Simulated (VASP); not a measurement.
# In (I4/mmm) in VASP: single point with r2SCAN+rVV10

Aim: the single point of In with r2SCAN+rVV10.

Program: VASP 6.6.1. These are calculated values, not measurements. Logs are shortened: lines on timing, memory, paths and dates and some standing lists are left out, and cuts for length are marked.

**1. The cell of the first run**

The typed cell holds 1 atom: a = 3.315 Å, b = 3.315 Å, c = 3.315 Å, α = 120.04°, β = 120.04°, γ = 89.93°.

This isn't the form of In at room conditions, which is tetragonal.

**2. Single point, r2SCAN+rVV10**

POSCAR reads:

```
In
1.0
   -1.6563702815      1.6563702815      2.3453525742
    1.6563702815     -1.6563702815      2.3453525742
    1.6563702815      1.6563702815     -2.3453525742
In
1
Direct
    0.0000000000      0.0000000000      0.0000000000
```

INCAR.step1 reads:

```
PREC = Accurate ; ENCUT = 520
ISMEAR = 0 ; SIGMA = 0.1
LREAL = F ; LASPH = T
NELM = 60 ; NBANDS = 12
GGA = PE ; ALGO = Normal
EDIFF = 1E-4 ; LWAVE = T
LCHARG = F
```

INCAR.step2 reads:

```
PREC = Accurate ; ENCUT = 520
EDIFF = 1E-6 ; ISMEAR = 0
SIGMA = 0.1 ; LREAL = F
LASPH = T ; NELM = 60
ALGO = Normal ; ISIF = 2
LWAVE = F ; LCHARG = F
METAGGA = R2SCAN ; LMIXTAU = T
LUSE_VDW = T ; IVDW_NL = 2
BPARAM = 11.95 ; CPARAM = 0.0093
NBANDS = 12 ; ISTART = 1
```

KPOINTS reads:

```
Automatic mesh
0
Gamma
  18 18 18
```

Potentials or basis: VASP PAW PBE potentials, release 64 (In_d).

On the command line:

```sh
> cat potpaw_PBE.64/In_d/POTCAR > POTCAR
> cp INCAR.step1 INCAR
> mpirun -np 1 vasp_std > vasp.out
> cp INCAR.step2 INCAR
> mpirun -np 1 vasp_std > vasp.out
```

OUTCAR:

```text
PREC = Accurate
   ENCUT = 520
   EDIFF = 1E-6
   ISMEAR = 0
   LREAL = F
   LASPH = T
   NELM = 60
   ISIF = 2
   METAGGA = R2SCAN
   IVDW_NL = 2
   BPARAM = 11.95
   ISTART = 1

 ion  position               nearest neighbor table
   1  0.000  0.000  0.000-

  LATTYP: Found a body centered tetragonal cell.
 ALAT       =     3.3127405630
 C/A-ratio  =     1.4159591007

  Lattice vectors:

 A1 = (  -1.6563702815,   1.6563702815,   2.3453525742)
 A2 = (   1.6563702815,  -1.6563702815,   2.3453525742)
 A3 = (   1.6563702815,   1.6563702815,  -2.3453525742)

Analysis of symmetry for initial positions (statically):
=====================================================================
 Subroutine PRICEL returns:
 Original cell was already a primitive cell.

 Routine SETGRP: Setting up the symmetry group for a
 body centered tetragonal supercell.

 Subroutine GETGRP returns: Found 16 space group operations
 (whereof 16 operations were pure point group operations)
 out of a pool of 16 trial point group operations.

The static configuration has the point symmetry D_4h.

Analysis of symmetry for dynamics (positions and initial velocities):
=====================================================================
 Subroutine PRICEL returns:
 Original cell was already a primitive cell.

 Routine SETGRP: Setting up the symmetry group for a
 body centered tetragonal supercell.

 Subroutine GETGRP returns: Found 16 space group operations
 (whereof 16 operations were pure point group operations)
 out of a pool of 16 trial point group operations.

The dynamic configuration has the point symmetry D_4h.

 Subroutine INISYM returns: Found 16 space group operations
 (whereof 16 operations are pure point group operations),
 and found     1 'primitive' translations

----------------------------------------------------------------------------------------

                                     Primitive cell

  volume of cell :      25.7385

  direct lattice vectors                    reciprocal lattice vectors
    -1.656370282  1.656370282  2.345352574     0.000000000  0.301864870  0.213187563
     1.656370282 -1.656370282  2.345352574     0.301864870  0.000000000  0.213187563
     1.656370282  1.656370282 -2.345352574     0.301864870  0.301864870  0.000000000

  length of vectors
     3.314785621  3.314785621  3.314785621     0.369555594  0.369555594  0.426901393

  position of ions in fractional coordinates (direct lattice)
     0.000000000  0.000000000  0.000000000

  ion indices of the primitive-cell ions
   primitive index   ion index
                 1           1

----------------------------------------------------------------------------------------

 KPOINTS: Automatic mesh

Automatic generation of k-mesh.
 Grid dimensions read from file:
 generate k-points for:   18   18   18

 Generating k-lattice:

  Cartesian coordinates                     Fractional coordinates (reciprocal lattice)
     0.000000000  0.016770271  0.011843754     0.055555556 -0.000000000  0.000000000
     0.016770271  0.000000000  0.011843754    -0.000000000  0.055555556  0.000000000
     0.016770271  0.016770271  0.000000000     0.000000000  0.000000000  0.055555556

  Length of vectors
     0.020530866  0.020530866  0.023716744

  Shift w.r.t. Gamma in fractional coordinates (k-lattice)
     0.000000000  0.000000000  0.000000000

 Subroutine IBZKPT returns following result:
 ===========================================

 Found    480 irreducible k-points:

 Following reciprocal coordinates:
            Coordinates               Weight
  0.000000  0.000000  0.000000      1.000000
  0.055556  0.000000 -0.000000      8.000000
  0.111111  0.000000 -0.000000      8.000000
  0.166667  0.000000 -0.000000      8.000000
  0.222222  0.000000 -0.000000      8.000000
  0.277778  0.000000 -0.000000      8.000000
[... 16 lines left out ...]
 -0.277778  0.055556  0.000000     16.000000
 -0.222222  0.055556  0.000000     16.000000
 [... further k-points ...]
   k-points           NKPTS =    480   k-points in BZ     NKDIM =    480   number of bands    NBANDS=     12
   number of dos      NEDOS =    301   number of ions     NIONS =      1
   total plane-waves  NPLWV =  21952
   dimension x,y,z NGX =    28 NGY =   28 NGZ =   28
   dimension x,y,z NGXF=    56 NGYF=   56 NGZF=   56
   ions per type =               1
   NGX,Y,Z   is equivalent  to a cutoff of  14.04, 14.04, 14.04 a.u.
   NGXF,Y,Z  is equivalent  to a cutoff of  28.09, 28.09, 28.09 a.u.
 SYSTEM =  unknown system
   PREC   = accura    normal or accurate (medium, high low for compatibility)
   ISTART =      1    job   : 0-new  1-cont  2-samecut
   ICHARG =      0    charge: 1-file 2-atom 10-const
   ISPIN  =      1    spin polarized calculation?
   LNONCOLLINEAR =      F non collinear calculations
   LSORBIT =      F    spin-orbit coupling
   LASPH  =      T    aspherical Exc in radial PAW
   ENCUT  =  520.0 eV  38.22 Ry    6.18 a.u.   6.16  6.16  6.16*2*pi/ulx,y,z
   NELM   =     60;   NELMIN=  2; NELMDL=  0     # of ELM steps
   EDIFF  = 0.1E-05   stopping-criterion for ELM
   LREAL  =      F    real-space projection
   EDIFFG = 0.1E-04   stopping-criterion for IOM
   NSW    =      0    number of steps for IOM
   IBRION =     -1    ionic relax: 0-MD 1-quasi-New 2-CG
   NFREE  =      0    steps in history (QN), initial steepest desc. (CG)
   ISIF   =      2    stress and relaxation
   ISYM   =      2    0-nonsym 1-usesym 2-fastsym
   POTIM  = 0.5000    time-step for ionic-motion
   TEBEG  =    0.0;   TEEND  =   0.0 temperature during run
   PSTRESS=    0.0 pullay stress
   NELECT =      13.0000    total number of electrons
   NUPDOWN=      -1.0000    fix difference up-down
   EMIN   =  10.00;   EMAX   =-10.00  energy-range for DOS
   EFERMI =   0.00;   METHOD = LEGACY
   ISMEAR =     0;   SIGMA  =   0.10  broadening in eV -4-tet -1-fermi 0-gaus
   EFERMI_NEDOS =   21; number of points for ismear=-14 and -15
   IALGO  =     38    algorithm
   IMIX   =      4    mixing-type and parameters
     AMIX     =   0.40;   BMIX     =  1.00
     AMIX_MAG =   1.60;   BMIX_MAG =  1.00
  volume/ion in A,a.u.               =      25.74       173.69
  Fermi-wavevector in a.u.,A,eV,Ry     =   1.303752  2.463734 23.126761  1.699769
  Thomas-Fermi vector in A             =   2.434733
   LORBIT       =      0    0 simple, 1 ext, 2 COOP (PROOUT), +10 PAW based schemes
   METAGGA = R2SCAN    functional components
   LHFCALC =     F    Hartree Fock is set to
   AEXX    =    0.0000 exact exchange contribution
   IVDW_NL    =     2    kernel type
   BPARAM     =11.9500
   IVDW    =     0    specifies the selected vdW correction
   LEPSILON=     F    determine dielectric tensor
   LRPA    =     F    only Hartree local field effects (RPA)
 non-spin polarized calculation
 Gauss-broadening in eV      SIGMA  =   0.10
  energy-cutoff  :      520.00
  volume of cell :       25.74
 maximum number of plane-waves:       702
 NGX is ok and might be reduce to    28
   NGX = 13   NGY = 13   NGZ = 13

 number of electron      13.0000003 magnetization

 Free energy of the ion-electron system (eV)
  ---------------------------------------------------
  ext. energy  EPLUGINS =         0.00000000
  ---------------------------------------------------
  free energy    TOTEN  =       -22.22055244 eV

  energy without entropy =      -22.21833911  energy(sigma->0) =      -22.21944577

 E-fermi :   7.6956     XC(G=0): -11.1940

 val. band max:        7.6903478339   @ k =  -0.3333   0.4444   0.1111
 cond. band min:       7.6965364158   @ k =   0.4444   0.2222   0.1111
 fundamental gap:      0.0061885819
 Fermi energy:         7.6956155164

 k-point     1 :       0.0000    0.0000    0.0000
  band No.  band energies     occupation
      1      -7.5640      2.00000
      2      -7.5622      2.00000
      3      -7.5622      2.00000
      4      -7.3747      2.00000
      5      -7.3726      2.00000
      6      -2.5109      2.00000
      7      19.0142      0.00000
      8      19.0142      0.00000
      9      19.0185      0.00000
     10      19.8014      0.00000
     11      22.3646      0.00000
     12      22.3680      0.00000

 k-point     2 :       0.0556    0.0000   -0.0000
  band No.  band energies     occupation
      1      -7.5641      2.00000
      2      -7.5573      2.00000
      3      -7.5562      2.00000
      4      -7.3755      2.00000
      5      -7.3735      2.00000
      6      -2.4389      2.00000
      7      17.9837      0.00000
      8      18.8671      0.00000
      9      18.8683      0.00000
     10      19.6678      0.00000
     11      22.6096      0.00000
     12      22.6108      0.00000

 k-point     3 :       0.1111    0.0000   -0.0000
  band No.  band energies     occupation
      1      -7.5680      2.00000
      2      -7.5418      2.00000
      3      -7.5407      2.00000
      4      -7.3759      2.00000
      5      -7.3741      2.00000
      6      -2.2215      2.00000
      7      16.0329      0.00000
      8      18.5165      0.00000
      9      18.5190      0.00000
     10      19.6176      0.00000
     11      23.2416      0.00000
     12      23.2429      0.00000

 k-point     4 :       0.1667    0.0000   -0.0000
  band No.  band energies     occupation
      1      -7.5757      2.00000
      2      -7.5247      2.00000
      3      -7.5235      2.00000
      4      -7.3695      2.00000
      5      -7.3680      2.00000
      6      -1.8560      2.00000
      7      13.9818      0.00000
      8      18.1013      0.00000
      9      18.1082      0.00000
     10      19.5796      0.00000
     11      23.7081      0.00000
     12      23.8599      0.00000

 k-point     5 :       0.2222    0.0000   -0.0000
  band No.  band energies     occupation
      1      -7.5877      2.00000
      2      -7.5169      2.00000
      3      -7.5154      2.00000
      4      -7.3481      2.00000
      5      -7.3472      2.00000
      6      -1.3391      2.00000
      7      11.9772      0.00000
      8      17.6995      0.00000
      9      17.7109      0.00000
     10      19.5332      0.00000
     11      23.0066      0.00000
     12      23.0715      0.00000
[... 228 lines left out ...]
      1      -7.6262      2.00000
      2      -7.5413      2.00000
      3      -7.5273      2.00000
      4      -7.2713      2.00000
      5      -7.2294      2.00000
      6       0.8515      2.00000
      7       7.1854      2.00000
      8      16.1923      0.00000
      9      16.7430      0.00000
     10      18.8443      0.00000
     11      21.6827      0.00000
     12      22.0979      0.00000

 k-point    22 :      -0.3333    0.0556    0.0000
  band No.  band energies     occupation
      1      -7.6133      2.00000
      2      -7.5282      2.00000
      3      -7.5155      2.00000
      4      -7.3127      2.00000
      5      -7.2635      2.00000
      6      -0.0711      2.00000
      7       8.9046      0.00000
      8      16.3030      0.00000
      9      17.1375      0.00000
     10      19.1620      0.00000
     11      21.6089      0.00000
     12      22.7023      0.00000

 k-point    23 :      -0.2778    0.0556    0.0000
  band No.  band energies     occupation
      1      -7.6003      2.00000
      2      -7.5161      2.00000
      3      -7.5065      2.00000
      4      -7.3532      2.00000
      5      -7.3019      2.00000
      6      -0.8435      2.00000
      7      10.7443      0.00000
      8      16.5306      0.00000
      9      17.5179      0.00000
     10      19.6052      0.00000
     11      21.6090      0.00000
     12      23.4027      0.00000

 k-point    24 :      -0.2222    0.0556    0.0000
  band No.  band energies     occupation
      1      -7.5893      2.00000
      2      -7.5122      2.00000
      3      -7.5059      2.00000
      4      -7.3823      2.00000
      5      -7.3351      2.00000
      6      -1.4629      2.00000
      7      12.6884      0.00000
      8      16.8667      0.00000
      9      17.8800      0.00000
     10      19.9649      0.00000
     11      21.7989      0.00000
     12      23.4546      0.00000

 [... further k-points ...]

------------------------ aborting loop because EDIFF is reached ----------------------------------------

  FORCE on cell =-STRESS in cart. coord.  units (eV):
  Direction    XX          YY          ZZ          XY          YZ          ZX
  --------------------------------------------------------------------------------------
  -------------------------------------------------------------------------------------
  Total        0.0240306      0.0240306      0.0236217      0.0000000      0.0000000      0.0000000
  in kB        1.4958615      1.4958615      1.4704137      0.0000000      0.0000000      0.0000000
  external PRESSURE =       1.4873789 kB  Pullay stress =       0.0000000 kB

 VOLUME and BASIS-vectors are now :
 -----------------------------------------------------------------------------
  energy-cutoff  :      520.00
  volume of cell :       25.74
      direct lattice vectors                 reciprocal lattice vectors
    -1.656370282  1.656370282  2.345352574     0.000000000  0.301864870  0.213187563
     1.656370282 -1.656370282  2.345352574     0.301864870  0.000000000  0.213187563
     1.656370282  1.656370282 -2.345352574     0.301864870  0.301864870  0.000000000

 POSITION                                       TOTAL-FORCE (eV/Angst)
 -----------------------------------------------------------------------------------
      0.00000      0.00000      0.00000        -0.000000      0.000000     -0.000000
 -----------------------------------------------------------------------------------
    total drift:                               -0.000000      0.000000      0.000000

  FREE ENERGIE OF THE ION-ELECTRON SYSTEM (eV)
  ---------------------------------------------------
  free  energy   TOTEN  =       -22.2205524358 eV

  energy  without entropy=      -22.2183391104  energy(sigma->0) =      -22.21944577
```

Wall time 9.2 min (1 thread of AMD EPYC 7R13 (Zen 3), shared host); peak memory 0.34 GiB.

What came out:

* Free energy: -22.2206 eV
* Pressure: 0.1 GPa
* Band gap on the k mesh: zero (an odd number of electrons rules out a gap without spin polarisation)

Levels at points of the mesh, in eV from the Fermi level:
| k point | band 4 | band 5 | band 6 | band 7 | band 8 | band 9 |
| --- | --- | --- | --- | --- | --- | --- |
| (0.00, 0.00, 0.00) | -15.07 | -15.07 | -10.21 | 11.32 | 11.32 | 11.32 |
| (0.50, 0.00, 0.00) | -14.90 | -14.90 | -4.53 | -3.72 | 8.97 | 8.99 |
| (0.50, 0.50, 0.00) | -14.85 | -14.85 | -2.55 | -2.03 | 4.23 | 4.23 |
| (0.50, 0.50, 0.50) | -14.85 | -14.85 | -2.56 | -2.06 | 4.25 | 4.25 |

Caveat: the PAW data sets were made with another functional, which shifts forces and pressure a little; spin-orbit coupling is left out, which moves the levels of the heavy elements.
